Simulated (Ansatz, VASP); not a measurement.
# One calculation of MoS2, two programs

File INCAR:

```
SYSTEM = MoS2
PREC = Accurate
ENCUT = 520
EDIFF = 1E-7
ISMEAR = 0
SIGMA = 0.05
LREAL = .False.
LASPH = .True.
NELM = 60
ALGO = Normal
ISIF = 2
LWAVE = .False.
LCHARG = .False.
GGA = PE
NBANDS = 35
```

File KPOINTS:

```
Automatic mesh
0
Gamma
  10 10 2
  0 0 0
```

The input POSCAR:

```
MoS2
1.0
   -3.1855822414      0.0000000000      0.0000000000
   -1.5927911207     -2.7587951469      0.0000000000
    0.0000000000      0.0000000000     14.2104568311
Mo S
2 4
Direct
    0.3333333333      0.3333333333      0.2552778036
    0.6666666667      0.6666666667      0.7658334108
    0.3333333333      0.3333333333      0.6558752236
    0.6666666667      0.6666666667      0.1453196165
    0.3333333333      0.3333333333      0.8757915979
    0.6666666667      0.6666666667      0.3652359907
```

Input for Ansatz:

```yaml
crystal:
  lattice:
    - [-3.1855822414, 0.0, 0.0]
    - [-1.5927911207, -2.7587951469, 0.0]
    - [0.0, 0.0, 14.2104568311]
  atoms:
    - { symbol: Mo, position: [0.3333333333, 0.3333333333, 0.2552778036] }
    - { symbol: Mo, position: [0.6666666667, 0.6666666667, 0.7658334108] }
    - { symbol: S, position: [0.3333333333, 0.3333333333, 0.6558752236] }
    - { symbol: S, position: [0.6666666667, 0.6666666667, 0.1453196165] }
    - { symbol: S, position: [0.3333333333, 0.3333333333, 0.8757915979] }
    - { symbol: S, position: [0.6666666667, 0.6666666667, 0.3652359907] }
basis:
  ecutwfc: 420
kpoints:
  mp_grid: { grid: [10, 10, 2] }
hamiltonian:
  xc: pbe
scf:
  occupations: { method: gaussian, width: 0.05 }
output:
  forces: true
  stress: true
  eigenvalues: true
```

Alike in both runs: task single point; functional PBE; k mesh 10 × 10 × 2; occupations gaussian, width 0.05 eV; no spin polarisation.

|  | VASP | Ansatz |
| --- | --- | --- |
| version | VASP 6.6.1 | Ansatz 0.2.0 |
| potentials or method | VASP PAW PBE potentials, release 64 (Mo_sv, S), cutoff 520 eV | scalar-relativistic, plane waves, PAW |
| valence electrons in the cell | 52 | 52 |

|  | VASP | Ansatz | Ansatz less VASP |
| --- | --- | --- | --- |
| gap on the k mesh at the Fermi level (eV) | 1.51 | 1.49 | -0.013 |
| least direct gap on the mesh (eV) | 1.90 | 1.90 | -0.003 |
| pressure (GPa) | -0.1 | 0.0 | +0.11 |
| traceless stress, the component that is largest in VASP (GPa) | 0.02 | 0.05 | +0.036 |
| rms of the force components (eV/Å) | 0.009 | 0.004 | -0.0052 |

Atom by atom the forces differ by 0.005 eV/Å (rms over components).
